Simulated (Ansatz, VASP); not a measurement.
Two plane-wave programs on Eu

```
CELL_PARAMETERS angstrom
-2.30500 2.30500 2.30500
2.30500 -2.30500 2.30500
2.30500 2.30500 -2.30500
ATOMIC_POSITIONS crystal
Eu 0.00000 0.00000 0.00000
```

Alike in both runs: task single point; functional PBEsol; k mesh 10 × 10 × 10; occupations gaussian, width 0.05 eV; non-collinear spin, spin-orbit coupling; Hubbard terms Eu f U = 5.0 eV.

|  | VASP | Ansatz |
| --- | --- | --- |
| version | VASP 6.6.1 | Ansatz 0.2.0 |
| potentials or method | VASP PAW PBE potentials, release 64 (Eu), cutoff 520 eV | plane waves, PAW |
| valence electrons in the cell | 17 | 17 |

VASP gave:

```
pressure (GPa)           : -1.4
net moment per atom (μB) : 7.33
```

**Question.** What did Ansatz give for the same quantities?

**Answer.** Pressure (GPa): -1.5; net moment per atom (μB): 7.36.

VASP's potentials were made for PBE, not for PBEsol. The programs project onto different local orbitals, so the same U acts differently, and such runs can settle in different states. Ansatz's warnings: filled band counts differ across k points, stress scf threshold loose.
